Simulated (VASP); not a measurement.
A run of VASP 6.6.1:

File INCAR:

```
SYSTEM = WS3
PREC     = Accurate       ! precision mode
ENCUT    = 520            ! plane-wave cutoff, eV
EDIFF    = 1E-8           ! SCF threshold, eV
ISMEAR   = -1             ! smearing method
SIGMA    = 0.15           ! smearing width, eV
LREAL    = .False.        ! projectors in reciprocal space
LASPH    = .True.         ! aspherical terms in the spheres
NELM     = 100            ! most SCF steps
ALGO     = Normal         ! electronic algorithm
ISIF     = 2              ! what is computed and relaxed
LWAVE    = .False.        ! write WAVECAR
LCHARG   = .False.        ! write CHGCAR
IBRION   = 8              ! ionic algorithm
NSW      = 1              ! ionic steps
```

KPOINTS

```
Automatic mesh
0
Gamma
  10 10 10
  0 0 0
```

File POSCAR:

```
WS3
1.0
    4.6115733490      0.0000000000      0.0000000000
    0.0000000000      4.6115733490      0.0000000000
    0.0000000000      0.0000000000      4.6115733490
W S
1 3
Direct
    0.0000000000      0.0000000000      0.0000000000
    0.0000000000      0.0000000000      0.5000000000
    0.0000000000      0.5000000000      0.0000000000
    0.5000000000      0.0000000000      0.0000000000
```

Potentials or basis: VASP PAW LDA potentials, release 64 (W_sv, S).

The run is started by

```console
$ cat potpaw_LDA.64/W_sv/POTCAR potpaw_LDA.64/S/POTCAR > POTCAR
$ mpirun -np 1 vasp_std > vasp.out
```

Hardware: 1 thread of Intel(R) Xeon(R) 6975P-C (Granite Rapids), on a shared host.

Estimate the wall time of this run.

Run time: 8.2 min on 1 thread of Intel(R) Xeon(R) 6975P-C (Granite Rapids), on a shared host, peak memory 0.87 GiB. Counts: scf iterations 68, k points 56.
